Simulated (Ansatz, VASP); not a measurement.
Y2AlN3: VASP beside Ansatz

The input POSCAR:

```
Y2AlN3
1.0
   -1.6896008113      1.6896008113      6.8439318640
    1.6896008113     -1.6896008113      6.8439318640
    1.6896008113      1.6896008113     -6.8439318640
Y N Al
2 3 1
Direct
    0.8417428716      0.8417428716      0.0000000000
    0.1582571284      0.1582571284      0.0000000000
    0.6502634403      0.6502634403      0.0000000000
    0.0000000000      0.0000000000      0.0000000000
    0.3497365597      0.3497365597      0.0000000000
    0.5000000000      0.5000000000      0.0000000000
```

The input INCAR.step1:

```
SYSTEM = Y2AlN3
PREC     = Accurate       ! precision mode
ENCUT    = 520            ! plane-wave cutoff, eV
ISMEAR   = 0              ! smearing method
SIGMA    = 0.01           ! smearing width, eV
LREAL    = .FALSE.        ! projectors in reciprocal space
LASPH    = .TRUE.         ! aspherical terms in the spheres
NELM     = 100            ! most SCF steps
NBANDS   = 29             ! bands
GGA      = PE             ! functional
ALGO     = Normal         ! electronic algorithm
EDIFF    = 1E-4           ! SCF threshold, eV
LWAVE    = .TRUE.         ! write WAVECAR
LCHARG   = .FALSE.        ! write CHGCAR
```

INCAR.step2

```
SYSTEM = Y2AlN3
PREC     = Accurate       ! precision mode
ENCUT    = 520            ! plane-wave cutoff, eV
EDIFF    = 1E-6           ! SCF threshold, eV
ISMEAR   = 0              ! smearing method
SIGMA    = 0.01           ! smearing width, eV
LREAL    = .FALSE.        ! projectors in reciprocal space
LASPH    = .TRUE.         ! aspherical terms in the spheres
NELM     = 100            ! most SCF steps
ALGO     = Normal         ! electronic algorithm
ISIF     = 2              ! what is computed and relaxed
LWAVE    = .FALSE.        ! write WAVECAR
LCHARG   = .FALSE.        ! write CHGCAR
METAGGA  = R2SCAN         ! meta-GGA
LMIXTAU  = .TRUE.       
NBANDS   = 29             ! bands
ISTART   = 1
```

KPOINTS

```
Automatic mesh
0
G
  10 10 10
  0 0 0
```

Input for Ansatz:

```yaml
crystal:
  lattice:
    - [-1.6896008113, 1.6896008113, 6.843931864]
    - [1.6896008113, -1.6896008113, 6.843931864]
    - [1.6896008113, 1.6896008113, -6.843931864]
  atoms:
    - { symbol: "Y", position: [0.8417428716, 0.8417428716, 0.0] }
    - { symbol: "N", position: [0.6502634403, 0.6502634403, 0.0] }
    - { symbol: "Y", position: [0.1582571284, 0.1582571284, 0.0] }
    - { symbol: "N", position: [0.0, 0.0, 0.0] }
    - { symbol: Al, position: [0.5, 0.5, 0.0] }
    - { symbol: "N", position: [0.3497365597, 0.3497365597, 0.0] }
kpoints:
  mp_grid: { grid: [10, 10, 10] }
  band_path:
    path:
      - [0.0, 0.0, 0.0]
      - [0.0, 0.0, 0.5]
      - [0.25, 0.25, 0.25]
      - [0.0, 0.5, 0.0]
      - [0.5, 0.5, -0.5]
      - [0.265236909, 0.734763091, -0.265236909]
      - [-0.265236909, 0.265236909, 0.265236909]
      - [-0.0304738179, 0.0304738179, 0.5]
      - [0.5, 0.5, -0.0304738179]
    npoints: 1
hamiltonian:
  xc: r2scan
scf:
  occupations: { method: fixed }
  n_extra_bands: 5
output:
  forces: true
  stress: true
  eigenvalues: true
```

Alike in both runs: task single point; functional r2SCAN; k mesh 10 × 10 × 10; no spin polarisation.

|  | VASP | Ansatz |
| --- | --- | --- |
| version | VASP 6.6.1 | Ansatz 0.2.0 |
| potentials or method | VASP PAW PBE potentials, release 64 (Y_sv, N, Al) | plane waves, PAW |
| plane-wave cutoff (eV) | 520 | 500 |
| occupations | gaussian, width 0.01 eV | fixed |
| valence electrons in the cell | 40 | 40 |

```tsv
	VASP	Ansatz	Ansatz less VASP
gap on the k mesh at the Fermi level (eV)	0.92	0.91	-0.013
pressure (GPa)	0.0	0.0	+0.04
rms of the force components (eV/Å)	0.008	0.000	-0.0080
```

VASP's potentials were made for PBE, not for r2SCAN.
